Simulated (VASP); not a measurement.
Here is a VASP 6.6.1 calculation.

INCAR

```
SYSTEM = Ni
PREC = Accurate
ENCUT = 520
EDIFF = 1E-6
ISMEAR = -1
SIGMA = 0.05
LREAL = .False.
LASPH = .True.
NELM = 150
ALGO = Normal
ISIF = 2
LWAVE = .False.
LCHARG = .False.
ISPIN = 2
MAGMOM = 0.849 0.849
LORBIT = 11
LMAXMIX = 4
GGA = RE
NBANDS = 21
```

The input KPOINTS:

```
Automatic mesh
0
Gamma
  12 12 12
  0 0 0
```

POSCAR

```
Ni
1.0
    0.0000000000      2.6067682568      2.6067682568
    2.6067682568      0.0000000000      2.6067682568
    2.6067682568      2.6067682568      0.0000000000
Ni
2
Direct
    0.1250000000      0.1250000000      0.1250000000
    0.8750000000      0.8750000000      0.8750000000
```

Potentials or basis: VASP PAW PBE potentials, release 64 (Ni).

Launch:

```sh
$ cat potpaw_PBE.64/Ni/POTCAR > POTCAR
$ mpirun -np 1 vasp_std > vasp.out
```

Task: Estimate the net moment.

Result: 1.58 μB per cell.

Task: Predict the pressure.

Result: -2.8 GPa.

Caveat: the PAW data sets were made with another functional, which shifts forces and pressure a little.
